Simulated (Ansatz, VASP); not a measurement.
**Rh: VASP beside Ansatz**

```
Rh
1.0
     2.76200    0.00000    0.00000
    -1.38100    2.39196    0.00000
     0.00000    0.00000    9.00714
Rh
4
Cartesian
  -1.3810 2.3920 0.0000
  1.3810 2.3920 4.5036
  0.0000 1.5946 2.2518
  1.3810 0.7973 6.7554
```

Alike in both runs: functional BLYP; k mesh 13 × 13 × 4; occupations fermi-dirac, width 0.1 eV; no spin polarisation.

Ansatz relaxed the structure, and its values are those at the end. VASP's run is a single point on that final structure, the one shown.

|  | VASP | Ansatz |
| --- | --- | --- |
| version | VASP 6.6.1 | Ansatz 0.2.0 |
| potentials or method | VASP PAW PBE potentials, release 64 (Rh_pv), cutoff 520 eV | plane waves (420 eV) with PAW, scalar-relativistic |
| valence electrons in the cell | 60 | 68 |

Ansatz gave:

```
pressure (GPa) : 0.0
```

Task: Estimate VASP's values.

Result: Pressure (GPa): 0.5.

VASP's potentials were made for PBE, not for BLYP. With one functional, cell and mesh, what is left measures potentials, basis and numerics. VASP's potentials hold 60 valence electrons a cell and Ansatz's 68, so a difference there can come from the potentials and not from the codes.
